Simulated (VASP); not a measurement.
TaN: single point with LDA

TaN:

```
Ta N
1.0
     5.10792    0.00000    0.00000
    -2.55396    4.42358    0.00000
     0.00000    0.00000    2.86165
Ta N
3 3
Direct
  0.33333 0.66667 0.50000
  0.66667 0.33333 0.50000
  0.00000 0.00000 0.00000
  0.39285 0.00000 0.00000
  0.60715 0.60715 0.00000
  0.00000 0.39285 0.00000
```

| Property | Result |
| --- | --- |
| Program | VASP 6.6.1 |
| Task | single point |
| Functional | LDA |
| Potentials or basis | VASP PAW LDA potentials, release 64 (Ta_pv, N) |
| Cutoff | 520 eV |
| k mesh | 5 × 5 × 8 |
| Occupations | methfessel-paxton, width 0.1 eV |
| Spin | no spin polarisation |

| Item | Value |
| --- | --- |
| Pressure | 9.8 GPa |
| Largest force | 0.161 eV/Å |
| Band gap on the k mesh | zero (bands 24 and 25 overlap by 3.26 eV) |

Forces in eV/Å, atoms in the order of the input:
```
Ta   0.000  0.000  0.000
Ta   0.000  0.000  0.000
Ta   0.000  0.000  0.000
N    0.161  0.000  0.000
N   -0.081 -0.140  0.000
N   -0.081  0.140  0.000
```

Stress tensor (GPa, compression positive):
```
10.46  0.00  0.00
 0.00 10.46  0.00
 0.00  0.00  8.39
```

Levels at points of the mesh, in eV from the Fermi level:
```tsv
k point	band 22	band 23	band 24	band 25	band 26	band 27
(0.00, 0.00, 0.00)	-3.62	-2.22	-1.23	-1.23	0.31	0.31
(0.00, 0.00, 0.50)	-3.26	-3.26	1.78	1.78	1.90	2.13
```

Run time: 77 s on 1 thread of Intel Xeon 8259CL (shared host), peak memory 0.19 GiB.

Caveat: the cell stands under pressure; spin-orbit coupling is left out, which moves the levels of the heavy elements.
